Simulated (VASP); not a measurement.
Set up this calculation in VASP 6.6.1, as the native input.

* Task: single point
* Functional: PBEsol
* Potentials or basis: VASP PAW PBE potentials, release 64 (Hf_pv, O)
* Cutoff: 520 eV
* k mesh: 8 × 8 × 8
* Occupations: gaussian, width 0.05 eV
* Spin: no spin polarisation
* Dipole correction: no
* Further INCAR settings: ALGO = Normal; EDIFF = 1e-06; NBANDS = 18

The structure of HfO2 lies in POSCAR:

```
HfO2
1.0
    0.0000000000      2.5220673956      2.5220673956
    2.4885238992      0.0000000000      2.5220673956
    2.4885238992      2.5220673956      0.0000000000
Hf O
1 2
Direct
    0.0000000000      0.0000000000      0.0000000000
    0.2500000000      0.2500000000      0.2500000000
    0.7500000000      0.7500000000      0.7500000000
```

This cell differs from its parent crystal: normal strain along x -0.0133, normal strain along y +0.0000.

One way to write it, as run:

INCAR

```
  PREC = Accurate
  ENCUT = 520
  EDIFF = 1E-6
  ISMEAR = 0
  SIGMA = 0.05
  LREAL = F
  LASPH = T
  NELM = 60
  ALGO = Normal
  ISIF = 2
  LWAVE = F
  LCHARG = F
  GGA = PS
  NBANDS = 18
```

KPOINTS

```
regular mesh
0
Gamma
  8 8 8
```

Potentials or basis: VASP PAW PBE potentials, release 64 (Hf_pv, O).

Run with:

```console
$ cat potpaw_PBE.64/Hf_pv/POTCAR potpaw_PBE.64/O/POTCAR > POTCAR
$ mpirun -np 1 vasp_std > vasp.out
```

It gave:

```yaml
Pressure: -0.2 GPa
Band_gap_on_the_k_mesh: 3.64 eV, indirect (least direct gap 3.64 eV)
```

Caveat: the cell differs from its parent crystal (normal strain along x -0.0133, normal strain along y +0.0000); the PAW data sets were made with another functional, which shifts forces and pressure a little; spin-orbit coupling is left out, which moves the levels of the heavy elements.

It took 14 s on 1 thread of Intel(R) Xeon(R) 6975P-C (Granite Rapids), on a shared host, peak memory 0.17 GiB.
